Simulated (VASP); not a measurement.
Wanted: the native input for a VASP 6.6.1 run.

* Task: single point
* Functional: PBE
* Potentials or basis: VASP PAW PBE potentials, release 64 (Zr_sv, C)
* Cutoff: 520 eV
* k mesh: 6 × 6 × 6
* Occupations: gaussian, width 0.1 eV
* Spin: collinear spin
* Starting moments: [1.0, 0.0] μB
* Dipole correction: no
* Further INCAR settings: ALGO = Normal; EDIFF = 1e-06; NBANDS = 19

The structure of ZrC lies in POSCAR:

```
ZrC
1.0
    0.0000000000      2.3546315264      2.3546315264
    2.3546315264      0.0000000000      2.3546315264
    2.3546315264      2.3546315264      0.0000000000
Zr C
1 1
Direct
    0.0000000000      0.0000000000      0.0000000000
    0.5000000000      0.5000000000      0.5000000000
```

The cell was generated, and may not be a known phase.

These files were run (other wordings do the same):

INCAR

```
SYSTEM = ZrC
  ALGO = Normal
  EDIFF = 1E-6
  ENCUT = 520
  GGA = PE
  ISIF = 2
  ISMEAR = 0
  ISPIN = 2
  LASPH = .TRUE.
  LCHARG = .TRUE.
  LELF = .TRUE.
  LMAXMIX = 4
  LORBIT = 11
  LREAL = .FALSE.
  LVHAR = .TRUE.
  LWAVE = .FALSE.
  MAGMOM = 1 0
  NBANDS = 19
  NELM = 150
  PREC = Accurate
  SIGMA = 0.1
```

KPOINTS

```
k-points
0
G
  6 6 6
  0 0 0
```

Potentials or basis: VASP PAW PBE potentials, release 64 (Zr_sv, C).

Launch:

```sh
$ cat potpaw_PBE.64/Zr_sv/POTCAR potpaw_PBE.64/C/POTCAR > POTCAR
$ mpirun -np 1 vasp_std > vasp.out
```

Results of the run:

```yaml
Pressure: 0.2 GPa
Band_gap_on_the_k_mesh: zero (filled and empty bands overlap)
Net_moment: 0.00 μB per cell
Valence_electrons_inside_the_program's_atomic_spheres: Zr 9.83; C 2.36
```

Caveat: the k points lie up to 0.39 Å⁻¹ apart, too coarse for converged energies and pressures of a metal.

It took 30 s on 1 thread of Intel Xeon 8259CL, with other jobs on the host, peak memory 0.17 GiB.
